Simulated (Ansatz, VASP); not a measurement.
One calculation of SiC, two programs

```
Si C
1.0
     0.05231    2.16502    2.16502
     2.16502    0.05231    2.16502
     2.16502    2.16502    0.05231
Si C
1 1
Direct
  0.00125 0.00125 0.00125
  0.24875 0.24875 0.24875
```

Change from the starting cell: epitaxial_111 strain -3.0%.

Alike in both runs: task single point; functional r2SCAN; k mesh 10 × 10 × 10; no spin polarisation.

|  | VASP | Ansatz |
| --- | --- | --- |
| version | VASP 6.6.1 | Ansatz 0.2.0 |
| potentials or method | VASP PAW PBE potentials, release 64 (Si, C) | plane waves, PAW |
| plane-wave cutoff (eV) | 520 | 500 |
| occupations | gaussian, width 0.01 eV | fixed |
| valence electrons in the cell | 8 | 8 |

|  | VASP | Ansatz | Ansatz less VASP |
| --- | --- | --- | --- |
| gap on the k mesh at the Fermi level (eV) | 1.50 | 1.49 | -0.012 |
| pressure (GPa) | 13.8 | 14.1 | +0.23 |
| traceless stress, the component that is largest in VASP (GPa) | -7.10 | -7.05 | +0.042 |

VASP's potentials were made for PBE, not for r2SCAN.
